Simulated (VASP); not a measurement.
# Mg (I4/mmm) in VASP: a series of runs

The runs below take Mg through single point, with PBE.

Program: VASP 6.6.1. These are calculated values, not measurements. Logs are shortened: lines on timing, memory, paths and dates and some standing lists are left out, and cuts for length are marked.

### 1 The cell of the first run

The structure is tetragonal, space group I4/mmm (No. 139). The conventional cell has a = 3.500 Å, b = 3.500 Å, c = 3.819 Å, α = 90.00°, β = 90.00°, γ = 90.00°. Within 4.1 Å of Mg (site symmetry 4/mmm) lie 14 Mg at 3.13 to 3.82 Å.

### 2 Single point, PBE

Contents of INCAR:

```
SYSTEM = Mg
ALGO = Normal
EDIFF = 1E-6
ENCUT = 600
GGA = PE
GGA_COMPAT = .FALSE.
ISIF = 2
ISMEAR = 0
LASPH = .TRUE.
LCHARG = .TRUE.
LELF = .TRUE.
LREAL = .FALSE.
LVHAR = .TRUE.
LWAVE = .FALSE.
NBANDS = 7
NELM = 120
PREC = Accurate
SIGMA = 0.15
```

Contents of KPOINTS:

```
k-points
0
G
  18 18 18
  0 0 0
```

Contents of POSCAR:

```
Mg
1.0
   -1.7499000000      1.7499000000      1.9094500000
    1.7499000000     -1.7499000000      1.9094500000
    1.7499000000      1.7499000000     -1.9094500000
Mg
1
Direct
    0.0000000000      0.0000000000      0.0000000000
```

Potentials or basis: VASP PAW PBE potentials, release 64 (Mg).

The run is started by

```bash
$ cat potpaw_PBE.64/Mg/POTCAR > POTCAR
$ mpirun -np 1 vasp_std > vasp.out
```

OUTCAR:

```text
SYSTEM = Mg
   EDIFF = 1E-6
   ENCUT = 600
   GGA = PE
   ISIF = 2
   ISMEAR = 0
   LASPH = .TRUE.
   LREAL = .FALSE.
   NELM = 120
   PREC = Accurate

 ion  position               nearest neighbor table
   1  0.000  0.000  0.000-

  LATTYP: Found a body centered tetragonal cell.
 ALAT       =     3.4998000000
 C/A-ratio  =     1.0911766387

  Lattice vectors:

 A1 = (  -1.7499000000,   1.7499000000,   1.9094500000)
 A2 = (   1.7499000000,  -1.7499000000,   1.9094500000)
 A3 = (   1.7499000000,   1.7499000000,  -1.9094500000)

Analysis of symmetry for initial positions (statically):
=====================================================================
 Subroutine PRICEL returns:
 Original cell was already a primitive cell.

 Routine SETGRP: Setting up the symmetry group for a
 body centered tetragonal supercell.

 Subroutine GETGRP returns: Found 16 space group operations
 (whereof 16 operations were pure point group operations)
 out of a pool of 16 trial point group operations.

The static configuration has the point symmetry D_4h.

Analysis of symmetry for dynamics (positions and initial velocities):
=====================================================================
 Subroutine PRICEL returns:
 Original cell was already a primitive cell.

 Routine SETGRP: Setting up the symmetry group for a
 body centered tetragonal supercell.

 Subroutine GETGRP returns: Found 16 space group operations
 (whereof 16 operations were pure point group operations)
 out of a pool of 16 trial point group operations.

The dynamic configuration has the point symmetry D_4h.

 Subroutine INISYM returns: Found 16 space group operations
 (whereof 16 operations are pure point group operations),
 and found     1 'primitive' translations

----------------------------------------------------------------------------------------

                                     Primitive cell

  volume of cell :      23.3881

  direct lattice vectors                    reciprocal lattice vectors
    -1.749900000  1.749900000  1.909450000     0.000000000  0.285730613  0.261855508
     1.749900000 -1.749900000  1.909450000     0.285730613  0.000000000  0.261855508
     1.749900000  1.749900000 -1.909450000     0.285730613  0.285730613  0.000000000

  length of vectors
     3.125747802  3.125747802  3.125747802     0.387569723  0.387569723  0.404084108

  position of ions in fractional coordinates (direct lattice)
     0.000000000  0.000000000  0.000000000

  ion indices of the primitive-cell ions
   primitive index   ion index
                 1           1

----------------------------------------------------------------------------------------

 KPOINTS: k-points

Automatic generation of k-mesh.
 Grid dimensions read from file:
 generate k-points for:   18   18   18

 Generating k-lattice:

  Cartesian coordinates                     Fractional coordinates (reciprocal lattice)
     0.000000000  0.015873923  0.014547528     0.055555556 -0.000000000  0.000000000
     0.015873923  0.000000000  0.014547528    -0.000000000  0.055555556  0.000000000
     0.015873923  0.015873923  0.000000000     0.000000000  0.000000000  0.055555556

  Length of vectors
     0.021531651  0.021531651  0.022449117

  Shift w.r.t. Gamma in fractional coordinates (k-lattice)
     0.000000000  0.000000000  0.000000000

 Subroutine IBZKPT returns following result:
 ===========================================

 Found    480 irreducible k-points:

 Following reciprocal coordinates:
            Coordinates               Weight
  0.000000  0.000000  0.000000      1.000000
  0.055556 -0.000000  0.000000      8.000000
  0.111111 -0.000000  0.000000      8.000000
  0.166667 -0.000000  0.000000      8.000000
  0.222222 -0.000000  0.000000      8.000000
  0.277778  0.000000  0.000000      8.000000
[... 16 lines left out ...]
 -0.277778  0.055556  0.000000     16.000000
 -0.222222  0.055556 -0.000000     16.000000
 [... further k-points ...]
   k-points           NKPTS =    480   k-points in BZ     NKDIM =    480   number of bands    NBANDS=      7
   number of dos      NEDOS =    301   number of ions     NIONS =      1
   total plane-waves  NPLWV =  21952
   dimension x,y,z NGX =    28 NGY =   28 NGZ =   28
   dimension x,y,z NGXF=    56 NGYF=   56 NGZF=   56
   ions per type =               1
   NGX,Y,Z   is equivalent  to a cutoff of  14.89, 14.89, 14.89 a.u.
   NGXF,Y,Z  is equivalent  to a cutoff of  29.78, 29.78, 29.78 a.u.
 SYSTEM =  Mg
   PREC   = accura    normal or accurate (medium, high low for compatibility)
   ISTART =      0    job   : 0-new  1-cont  2-samecut
   ICHARG =      2    charge: 1-file 2-atom 10-const
   ISPIN  =      1    spin polarized calculation?
   LNONCOLLINEAR =      F non collinear calculations
   LSORBIT =      F    spin-orbit coupling
   LASPH  =      T    aspherical Exc in radial PAW
   ENCUT  =  600.0 eV  44.10 Ry    6.64 a.u.   6.24  6.24  6.24*2*pi/ulx,y,z
   NELM   =    120;   NELMIN=  2; NELMDL= -5     # of ELM steps
   EDIFF  = 0.1E-05   stopping-criterion for ELM
   LREAL  =      F    real-space projection
   EDIFFG = 0.1E-04   stopping-criterion for IOM
   NSW    =      0    number of steps for IOM
   IBRION =     -1    ionic relax: 0-MD 1-quasi-New 2-CG
   NFREE  =      0    steps in history (QN), initial steepest desc. (CG)
   ISIF   =      2    stress and relaxation
   ISYM   =      2    0-nonsym 1-usesym 2-fastsym
   POTIM  = 0.5000    time-step for ionic-motion
   TEBEG  =    0.0;   TEEND  =   0.0 temperature during run
   PSTRESS=    0.0 pullay stress
   NELECT =       2.0000    total number of electrons
   NUPDOWN=      -1.0000    fix difference up-down
   EMIN   =  10.00;   EMAX   =-10.00  energy-range for DOS
   EFERMI =   0.00;   METHOD = LEGACY
   ISMEAR =     0;   SIGMA  =   0.15  broadening in eV -4-tet -1-fermi 0-gaus
   EFERMI_NEDOS =   21; number of points for ismear=-14 and -15
   IALGO  =     38    algorithm
   IMIX   =      4    mixing-type and parameters
     AMIX     =   0.40;   BMIX     =  1.00
     AMIX_MAG =   1.60;   BMIX_MAG =  1.00
  volume/ion in A,a.u.               =      23.39       157.83
  Fermi-wavevector in a.u.,A,eV,Ry     =   0.721251  1.362967  7.077797  0.520203
  Thomas-Fermi vector in A             =   1.810911
   LORBIT       =      0    0 simple, 1 ext, 2 COOP (PROOUT), +10 PAW based schemes
   GGA     = PE    functional components
   LHFCALC =     F    Hartree Fock is set to
   AEXX    =    0.0000 exact exchange contribution
   IVDW    =     0    specifies the selected vdW correction
   LEPSILON=     F    determine dielectric tensor
   LRPA    =     F    only Hartree local field effects (RPA)
 non-spin polarized calculation
 Gauss-broadening in eV      SIGMA  =   0.15
  energy-cutoff  :      600.00
  volume of cell :       23.39
 maximum number of plane-waves:       794
 NGX is ok and might be reduce to    28
   NGX = 13   NGY = 13   NGZ = 13

 number of electron       2.0000000 magnetization

 Free energy of the ion-electron system (eV)
  ---------------------------------------------------
  ext. energy  EPLUGINS =         0.00000000
  ---------------------------------------------------
  free energy    TOTEN  =        -1.48050190 eV

  energy without entropy =       -1.47587930  energy(sigma->0) =       -1.47819060

 E-fermi :   2.5627     XC(G=0):  -8.4368

 val. band max:        2.5605013010   @ k =   0.3333   0.2778   0.1111
 cond. band min:       2.5876308038   @ k =  -0.4444  -0.4444   0.1667
 fundamental gap:      0.0271295028
 Fermi energy:         2.5627280198

 k-point     1 :       0.0000    0.0000    0.0000
  band No.  band energies     occupation
      1      -4.3120      2.00000
      2      14.9804      0.00000
      3      14.9804      0.00000
      4      16.5547      0.00000
      5      16.6213      0.00000
      6      16.9357      0.00000
      7      17.2658      0.00000

 k-point     2 :       0.0556   -0.0000    0.0000
  band No.  band energies     occupation
      1      -4.2421      2.00000
      2      14.0813      0.00000
      3      14.6718      0.00000
      4      15.9687      0.00000
      5      16.2107      0.00000
      6      16.9661      0.00000
      7      17.4432      0.00000

 k-point     3 :       0.1111   -0.0000    0.0000
  band No.  band energies     occupation
      1      -4.0324      2.00000
      2      12.3184      0.00000
      3      14.0718      0.00000
      4      15.4360      0.00000
      5      15.4642      0.00000
      6      16.7094      0.00000
      7      17.5282      0.00000

 k-point     4 :       0.1667   -0.0000    0.0000
  band No.  band energies     occupation
      1      -3.6840      2.00000
      2      10.4663      0.00000
      3      13.4610      0.00000
      4      14.6438      0.00000
      5      14.9457      0.00000
      6      16.1946      0.00000
      7      17.5739      0.00000

 k-point     5 :       0.2222   -0.0000    0.0000
  band No.  band energies     occupation
      1      -3.1983      2.00000
      2       8.6701      0.00000
      3      12.9178      0.00000
      4      13.9343      0.00000
      5      14.4411      0.00000
      6      15.6554      0.00000
      7      17.7410      0.00000
[... 161 lines left out ...]
 k-point    22 :      -0.3333    0.0556    0.0000
  band No.  band energies     occupation
      1      -2.1299      2.00000
      2       6.1288      0.00000
      3      11.7005      0.00000
      4      12.4483      0.00000
      5      14.6550      0.00000
      6      15.2059      0.00000
      7      17.4889      0.00000

 k-point    23 :      -0.2778    0.0556    0.0000
  band No.  band energies     occupation
      1      -2.8229      2.00000
      2       7.7758      0.00000
      3      12.2550      0.00000
      4      12.8280      0.00000
      5      15.1663      0.00000
      6      15.3878      0.00000
      7      17.2671      0.00000

 k-point    24 :      -0.2222    0.0556   -0.0000
  band No.  band energies     occupation
      1      -3.3821      2.00000
      2       9.5195      0.00000
      3      12.9061      0.00000
      4      13.3265      0.00000
      5      15.4472      0.00000
      6      15.8475      0.00000
      7      17.2887      0.00000

 [... further k-points ...]

------------------------ aborting loop because EDIFF is reached ----------------------------------------

  FORCE on cell =-STRESS in cart. coord.  units (eV):
  Direction    XX          YY          ZZ          XY          YZ          ZX
  --------------------------------------------------------------------------------------
  -------------------------------------------------------------------------------------
  Total       -0.1310255     -0.1310255     -0.0786029      0.0000000      0.0000000      0.0000000
  in kB       -8.9757683     -8.9757683     -5.3846085      0.0000000      0.0000000      0.0000000
  external PRESSURE =      -7.7787150 kB  Pullay stress =       0.0000000 kB

 VOLUME and BASIS-vectors are now :
 -----------------------------------------------------------------------------
  energy-cutoff  :      600.00
  volume of cell :       23.39
      direct lattice vectors                 reciprocal lattice vectors
    -1.749900000  1.749900000  1.909450000     0.000000000  0.285730613  0.261855508
     1.749900000 -1.749900000  1.909450000     0.285730613  0.000000000  0.261855508
     1.749900000  1.749900000 -1.909450000     0.285730613  0.285730613  0.000000000

 POSITION                                       TOTAL-FORCE (eV/Angst)
 -----------------------------------------------------------------------------------
      0.00000      0.00000      0.00000        -0.000000      0.000000     -0.000000
 -----------------------------------------------------------------------------------
    total drift:                                0.000000      0.000000      0.000000

  FREE ENERGIE OF THE ION-ELECTRON SYSTEM (eV)
  ---------------------------------------------------
  free  energy   TOTEN  =        -1.4805019020 eV

  energy  without entropy=       -1.4758792965  energy(sigma->0) =       -1.47819060
```

Run time: 54 s. Hardware: 1 thread of AMD EPYC 7R13 (Zen 3), shared host; peak memory 0.21 GiB.

What came out:

```yaml
Free_energy: -1.4805 eV
Pressure: -0.8 GPa
Band_gap_on_the_k_mesh: zero (bands 1 and 2 overlap by 3.71 eV)
```

### 3 Single point, PBE

This run uses another cell than the first one, of 17.49 Å³/atom.

Contents of INCAR:

```
ALGO = Normal ; EDIFF = 1E-7
ENCUT = 520 ; GGA = PE
ISIF = 2 ; ISMEAR = 0
LASPH = True ; LCHARG = False
LREAL = False ; LWAVE = False
NBANDS = 7 ; NELM = 80
PREC = Accurate ; SIGMA = 0.15
```

Contents of KPOINTS:

```
k-points
0
Gamma
  18 18 18
```

Contents of POSCAR:

```
Mg
1.0
   -1.7070500000      1.7070500000      1.5003000000
    1.7070500000     -1.7070500000      1.5003000000
    1.7070500000      1.7070500000     -1.5003000000
Mg
1
Direct
    0.0000000000      0.0000000000      0.0000000000
```

Potentials or basis: VASP PAW PBE potentials, release 64 (Mg).

The run is started by

```bash
$ cat potpaw_PBE.64/Mg/POTCAR > POTCAR
$ mpirun -np 1 vasp_std > vasp.out
```

It took 42 s on 1 thread of Intel Xeon 8259CL, shared host; peak memory 0.19 GiB.

Results (log left out):

* Free energy: -1.2489 eV
* Pressure: 16.7 GPa
* Band gap on the k mesh: zero (bands 1 and 2 overlap by 4.86 eV)

Stress tensor (GPa, compression positive):
```
15.55  0.00  0.00
 0.00 15.55  0.00
 0.00  0.00 19.03
```

Levels at points of the mesh, in eV from the Fermi level:
| k point | band 1 | band 2 | band 3 | band 4 |
| --- | --- | --- | --- | --- |
| (0.00, 0.00, 0.00) | -8.22 | 13.01 | 15.63 | 16.28 |
| (0.50, 0.00, 0.00) | -1.61 | -0.51 | 8.85 | 10.92 |
| (0.50, 0.50, 0.00) | -2.36 | -1.54 | 11.69 | 13.76 |
| (0.50, 0.50, 0.50) | 3.30 | 3.60 | 3.60 | 4.42 |

Caveat: the cell stands under pressure.
